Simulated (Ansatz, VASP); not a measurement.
PbO2 in VASP and in Ansatz

The input INCAR:

```
SYSTEM = PbO2
PREC     = Accurate       ! precision mode
ENCUT    = 600            ! plane-wave cutoff, eV
EDIFF    = 1E-6           ! SCF threshold, eV
ISMEAR   = 1              ! smearing method
SIGMA    = 0.1            ! smearing width, eV
LREAL    = .FALSE.        ! projectors in reciprocal space
LASPH    = .TRUE.         ! aspherical terms in the spheres
NELM     = 120            ! most SCF steps
ALGO     = Normal         ! electronic algorithm
ISIF     = 2              ! what is computed and relaxed
LWAVE    = .FALSE.        ! write WAVECAR
LCHARG   = .FALSE.        ! write CHGCAR
GGA      = PS             ! functional
NBANDS   = 20             ! bands
GGA_COMPAT= .FALSE.
```

KPOINTS

```
regular mesh
0
G
  9 9 9
  0 0 0
```

The input POSCAR:

```
PbO2
1.0
    0.0000000000      2.6279272300      2.6279272300
    2.6279272300      0.0000000000      2.6279272300
    2.6279272300      2.6279272300      0.0000000000
Pb O
1 2
Direct
    0.0000000000      0.0000000000      0.0000000000
    0.7500000000      0.7500000000      0.7500000000
    0.2500000000      0.2500000000      0.2500000000
```

Contents of input.yaml:

```yaml
crystal:
  lattice: { a: 5.25585446, b: 5.25585446, c: 5.25585446, alpha: 90.0, beta: 90.0, gamma: 90.0 }
  space_group: 225
  reduce_to_primitive: true
  atoms:
    - { symbol: Pb, wyckoff: "4a", position: [0.0, 0.0, 0.0] }
    - { symbol: O, wyckoff: "8c", position: [0.25, 0.25, 0.75] }
hamiltonian:
  xc: pbesol
  pseudopotentials: { kind: paw, accuracy: stringent, xc_functional: pbe }
kpoints:
  mp_grid: { grid: [9, 9, 9] }
scf:
  occupations: { method: methfessel_paxton, width: 0.1 }
output:
  forces: true
  stress: true
  eigenvalues: true
  bader: true
  populations: intrinsic
```

Change from the starting cell: volume scaled by 0.92.

Alike in both runs: functional PBEsol; k mesh 9 × 9 × 9; occupations methfessel-paxton of order 1, width 0.1 eV; no spin polarisation.

|  | VASP | Ansatz |
| --- | --- | --- |
| version | VASP 6.6.1 | Ansatz 0.2.0 |
| potentials or method | VASP PAW PBE potentials, release 64 (Pb_d, O) | SSSP precision PAW |
| plane-wave cutoff (eV) | 600 | 1020 |
| valence electrons in the cell | 26 | 26 |
| task | single point | atomic charges |

|  | VASP | Ansatz | Ansatz less VASP |
| --- | --- | --- | --- |
| gap on the k mesh at the Fermi level (eV) | none | none | - |
| pressure (GPa) | 7.4 | 8.7 | +1.31 |

VASP's potentials were made for PBE, not for PBEsol. A gap of «none» marks a metal or a gap that the smearing closes.

Neither program's run includes spin-orbit coupling.
